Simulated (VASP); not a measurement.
# GaSb3 (R-3m) in VASP: single point with PBE

Aim: the single point of GaSb3 with PBE.

Program: VASP 6.6.1. These are calculated values, not measurements. Logs are shortened: lines on timing, memory, paths and dates and some standing lists are left out, and cuts for length are marked.

## Step 1: The cell of the first run

Symmetry: R-3m, No. 166, trigonal system. Conventional cell: a = 5.098 Å, b = 5.098 Å, c = 14.091 Å, α = 90.00°, β = 90.00°, γ = 120.00°. Within 4.0 Å of Ga (site symmetry -3m) lie 14 Sb at 3.07 to 3.83 Å. Sb (site symmetry 3m) has 4 Ga at 3.07 to 3.83 Å and 7 Sb at 3.21 to 3.41 Å within 4.0 Å. Sb (site symmetry -3m) has 8 Sb at 3.21 to 3.30 Å and 6 Ga at 3.77 Å within 4.2 Å.

The cell was built from a structure type or drawn by symmetry, and may not be a known phase.

## Step 2: Single point, PBE

INCAR reads:

```
SYSTEM = GaSb3
ALGO = Normal
EDIFF = 1E-6
ENCUT = 500
GGA = PE
GGA_COMPAT = .False.
ISIF = 2
ISMEAR = 0
LASPH = .True.
LCHARG = .False.
LREAL = .False.
LWAVE = .False.
NBANDS = 22
NELM = 120
PREC = Accurate
SIGMA = 0.2
```

KPOINTS reads:

```
k-points
0
Gamma
  4 4 4
  0 0 0
```

POSCAR reads:

```
GaSb3
1.0
    2.5491860745      1.4717732663      4.6968639563
   -2.5491860745      1.4717732663      4.6968639563
    0.0000000000     -2.9435465326      4.6968639563
Ga Sb
1 3
Direct
    0.0000000000      0.0000000000      0.0000000000
    0.7280792835      0.7280792835      0.7280792835
    0.2719207165      0.2719207165      0.2719207165
    0.5000000000      0.5000000000      0.5000000000
```

Potentials or basis: VASP PAW PBE potentials, release 64 (Ga_d, Sb).

Started as:

```bash
$ cat potpaw_PBE.64/Ga_d/POTCAR potpaw_PBE.64/Sb/POTCAR > POTCAR
$ mpirun -np 1 vasp_std > vasp.out
```

OUTCAR:

```text
SYSTEM = GaSb3
   EDIFF = 1E-6
   ENCUT = 500
   GGA = PE
   ISIF = 2
   ISMEAR = 0
   LASPH = .True.
   LREAL = .False.
   NELM = 120
   PREC = Accurate

 ion  position               nearest neighbor table
   1  0.000  0.000  0.000-   2 3.07   3 3.07   2 3.07   2 3.07   3 3.07   3 3.07
   2  0.728  0.728  0.728-   1 3.07   1 3.07   1 3.07   4 3.21   4 3.30   4 3.30   4 3.30   3 3.41
                             3 3.41   3 3.41
   3  0.272  0.272  0.272-   1 3.07   1 3.07   1 3.07   4 3.21   4 3.30   4 3.30   4 3.30   2 3.41
                             2 3.41   2 3.41
   4  0.500  0.500  0.500-   2 3.21   3 3.21   3 3.30   2 3.30   3 3.30   3 3.30   2 3.30   2 3.30

  LATTYP: Found a trigonal (rhomboedric) cell.
 ALAT       =     5.5430133694
 COS(alpha) =     0.5769991713

  Lattice vectors:

 A1 = (   2.5491860745,   1.4717732663,   4.6968639563)
 A2 = (  -2.5491860745,   1.4717732663,   4.6968639563)
 A3 = (   0.0000000000,  -2.9435465326,   4.6968639563)

Analysis of symmetry for initial positions (statically):
=====================================================================
 Subroutine PRICEL returns:
 Original cell was already a primitive cell.

 Routine SETGRP: Setting up the symmetry group for a
 trigonal (rhombohedral) supercell.

 Subroutine GETGRP returns: Found 12 space group operations
 (whereof 12 operations were pure point group operations)
 out of a pool of 12 trial point group operations.

The static configuration has the point symmetry D_3d.

Analysis of symmetry for dynamics (positions and initial velocities):
=====================================================================
 Subroutine PRICEL returns:
 Original cell was already a primitive cell.

 Routine SETGRP: Setting up the symmetry group for a
 trigonal (rhombohedral) supercell.

 Subroutine GETGRP returns: Found 12 space group operations
 (whereof 12 operations were pure point group operations)
 out of a pool of 12 trial point group operations.

The dynamic configuration has the point symmetry D_3d.

 Subroutine INISYM returns: Found 12 space group operations
 (whereof 12 operations are pure point group operations),
 and found     1 'primitive' translations

----------------------------------------------------------------------------------------

[... 80 lines left out ...]
   LSORBIT =      F    spin-orbit coupling
   LASPH  =      T    aspherical Exc in radial PAW
   ENCUT  =  500.0 eV  36.75 Ry    6.06 a.u.  10.11 10.11 10.11*2*pi/ulx,y,z
   NELM   =    120;   NELMIN=  2; NELMDL= -5     # of ELM steps
   EDIFF  = 0.1E-05   stopping-criterion for ELM
   LREAL  =      F    real-space projection
   EDIFFG = 0.1E-04   stopping-criterion for IOM
   NSW    =      0    number of steps for IOM
   IBRION =     -1    ionic relax: 0-MD 1-quasi-New 2-CG
   NFREE  =      0    steps in history (QN), initial steepest desc. (CG)
   ISIF   =      2    stress and relaxation
   ISYM   =      2    0-nonsym 1-usesym 2-fastsym
   POTIM  = 0.5000    time-step for ionic-motion
   TEBEG  =    0.0;   TEEND  =   0.0 temperature during run
   PSTRESS=    0.0 pullay stress
   NELECT =      28.0000    total number of electrons
   NUPDOWN=      -1.0000    fix difference up-down
   EMIN   =  10.00;   EMAX   =-10.00  energy-range for DOS
   EFERMI =   0.00;   METHOD = LEGACY
   ISMEAR =     0;   SIGMA  =   0.20  broadening in eV -4-tet -1-fermi 0-gaus
   EFERMI_NEDOS =   21; number of points for ismear=-14 and -15
   IALGO  =     38    algorithm
   IMIX   =      4    mixing-type and parameters
     AMIX     =   0.40;   BMIX     =  1.00
     AMIX_MAG =   1.60;   BMIX_MAG =  1.00
  volume/ion in A,a.u.               =      26.43       178.38
  Fermi-wavevector in a.u.,A,eV,Ry     =   1.051301  1.986670 15.037610  1.105233
  Thomas-Fermi vector in A             =   2.186338
   LORBIT       =      0    0 simple, 1 ext, 2 COOP (PROOUT), +10 PAW based schemes
   GGA     = PE    functional components
   LHFCALC =     F    Hartree Fock is set to
   AEXX    =    0.0000 exact exchange contribution
   IVDW    =     0    specifies the selected vdW correction
   LEPSILON=     F    determine dielectric tensor
   LRPA    =     F    only Hartree local field effects (RPA)
 non-spin polarized calculation
 Gauss-broadening in eV      SIGMA  =   0.20
  energy-cutoff  :      500.00
  volume of cell :      105.73
 maximum number of plane-waves:      2708
   NGX = 21   NGY = 21   NGZ = 21

 number of electron      27.9999995 magnetization

 Free energy of the ion-electron system (eV)
  ---------------------------------------------------
  ext. energy  EPLUGINS =         0.00000000
  ---------------------------------------------------
  free energy    TOTEN  =       -14.41854369 eV

  energy without entropy =      -14.36159258  energy(sigma->0) =      -14.39006814

 E-fermi :   7.1362     XC(G=0): -10.0691

 val. band max:        7.1256547202   @ k =   0.2500   0.2500   0.0000
 cond. band min:       7.3192809035   @ k =   0.2500   0.0000   0.0000
 fundamental gap:      0.1936261833
 Fermi energy:         7.1362371107

 k-point     1 :       0.0000    0.0000    0.0000
  band No.  band energies     occupation
      1      -7.6376      2.00000
      2      -7.6185      2.00000
      3      -7.6185      2.00000
      4      -7.5890      2.00000
      5      -7.5890      2.00000
      6      -5.1430      2.00000
[... 314 lines left out ...]
     21      11.4297      0.00000
     22      13.6846      0.00000

------------------------ aborting loop because EDIFF is reached ----------------------------------------

  FORCE on cell =-STRESS in cart. coord.  units (eV):
  Direction    XX          YY          ZZ          XY          YZ          ZX
  --------------------------------------------------------------------------------------
  -------------------------------------------------------------------------------------
  Total       -0.1766223     -0.1766223      0.1023990      0.0000000      0.0000000      0.0000000
  in kB       -2.6764215     -2.6764215      1.5516894      0.0000000      0.0000000      0.0000000
  external PRESSURE =      -1.2670512 kB  Pullay stress =       0.0000000 kB

 VOLUME and BASIS-vectors are now :
 -----------------------------------------------------------------------------
  energy-cutoff  :      500.00
  volume of cell :      105.73
      direct lattice vectors                 reciprocal lattice vectors
     2.549186075  1.471773266  4.696863956     0.196141037  0.113242080  0.070969340
    -2.549186075  1.471773266  4.696863956    -0.196141037  0.113242080  0.070969340
     0.000000000 -2.943546533  4.696863956     0.000000000 -0.226484161  0.070969340

 POSITION                                       TOTAL-FORCE (eV/Angst)
 -----------------------------------------------------------------------------------
      0.00000      0.00000      0.00000         0.000000     -0.000000      0.000000
      0.00000      0.00000     10.25907         0.000000     -0.000000      0.058946
      0.00000      0.00000      3.83152         0.000000      0.000000     -0.058946
      0.00000      0.00000      7.04530         0.000000     -0.000000      0.000000
 -----------------------------------------------------------------------------------
    total drift:                                0.000000      0.000000      0.000000

  FREE ENERGIE OF THE ION-ELECTRON SYSTEM (eV)
  ---------------------------------------------------
  free  energy   TOTEN  =       -14.4185436897 eV

  energy  without entropy=      -14.3615925836  energy(sigma->0) =      -14.39006814
```

OSZICAR:

```text
N       E                     dE             d eps       ncg     rms          rms(c)
DAV:   1     0.159808693440E+03    0.15981E+03   -0.11203E+04   588   0.128E+03
DAV:   2     0.130825871341E+01   -0.15850E+03   -0.15195E+03   616   0.310E+02
DAV:   3    -0.140006730757E+02   -0.15309E+02   -0.14655E+02   690   0.810E+01
DAV:   4    -0.144571418102E+02   -0.45647E+00   -0.45442E+00   670   0.147E+01
DAV:   5    -0.144673497739E+02   -0.10208E-01   -0.10207E-01   750   0.228E+00    0.322E+00
DAV:   6    -0.144285480976E+02    0.38802E-01   -0.57853E-02   708   0.188E+00    0.182E+00
DAV:   7    -0.144186095877E+02    0.99385E-02   -0.38685E-02   710   0.126E+00    0.227E-01
DAV:   8    -0.144184966476E+02    0.11294E-03   -0.51747E-03   644   0.505E-01    0.881E-02
DAV:   9    -0.144185409369E+02   -0.44289E-04   -0.35484E-04   740   0.112E-01    0.380E-02
DAV:  10    -0.144185430961E+02   -0.21592E-05   -0.30522E-05   664   0.481E-02    0.938E-03
DAV:  11    -0.144185436897E+02   -0.59358E-06   -0.40851E-06   700   0.127E-02
   1 F= -.14418544E+02 E0= -.14390068E+02  d E =-.569511E-01
```

Run time: 31 s. Hardware: 1 thread of AMD EPYC 7R43 (Zen 3), shared host; peak memory 0.21 GiB.

Results:

- Free energy: -14.4185 eV
- Pressure: -0.1 GPa
- Largest force: 0.059 eV/Å
- Band gap on the k mesh: zero (bands 14 and 15 overlap by 2.78 eV)

Forces on the atoms (eV/Å):
```
Ga   0.000  0.000  0.000
Sb   0.000  0.000  0.059
Sb   0.000  0.000 -0.059
Sb   0.000  0.000  0.000
```

Levels at points of the mesh, in eV from the Fermi level:
```csv
k point,band 12,band 13,band 14,band 15,band 16,band 17
"(0.00, 0.00, 0.00)",-2.36,-2.19,-1.65,-1.65,-1.20,-1.20
"(0.50, 0.00, 0.00)",-2.64,-1.69,-0.57,-0.36,2.45,2.67
"(0.50, 0.50, 0.00)",0.39,0.43,1.13,1.31,1.70,1.97
"(0.50, 0.50, 0.50)",-2.00,-2.00,-0.45,0.51,1.26,1.26
```

Caveat: the k points lie up to 0.37 Å⁻¹ apart, too coarse for converged energies and pressures of a metal; spin-orbit coupling is left out, which moves the levels of the heavy elements.
